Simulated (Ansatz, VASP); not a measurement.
**HfV2N3: VASP beside Ansatz**

```
Hf V N
1.0
     4.12249    0.00000    0.00000
    -2.06124    3.57018    0.00000
     0.00000    0.00000    6.45475
Hf V N
1 2 3
Direct
  0.66667 0.33333 0.32681
  0.00000 0.00000 0.85506
  0.00000 0.00000 0.42489
  0.33333 0.66667 0.95485
  0.66667 0.33333 0.96632
  0.00000 0.00000 0.11699
```

Alike in both runs: task single point; functional PBE; k mesh 6 × 6 × 4; occupations gaussian, width 0.1 eV; collinear spin.

```csv
,VASP,Ansatz
version,VASP 6.6.1,Ansatz 0.2.0
potentials or method,"VASP PAW PBE potentials, release 64 (Hf_pv, V_sv, N), cutoff 520 eV","scalar-relativistic, plane waves, PAW"
valence electrons in the cell,51,67
```

```tsv
	VASP	Ansatz	Ansatz less VASP
gap on the k mesh at the Fermi level (eV)	none	none	-
pressure (GPa)	-9.1	-8.9	+0.20
traceless stress, the component that is largest in VASP (GPa)	-4.17	-4.48	-0.309
rms of the force components (eV/Å)	1.860	1.843	-0.0173
net moment per atom (μB)	0.49	0.49	-0.003
size of the moment on the site where the two differ most (μB)	1.60	1.17	-0.422
```

Site moments also hang on the region over which each program counts them. Atom by atom the forces differ by 0.040 eV/Å (rms over components). A gap of «none» marks a metal or a gap that the smearing closes. VASP's potentials hold 51 valence electrons a cell and Ansatz's 67, so a difference there can come from the potentials and not from the codes.

Spin-orbit coupling is off throughout.
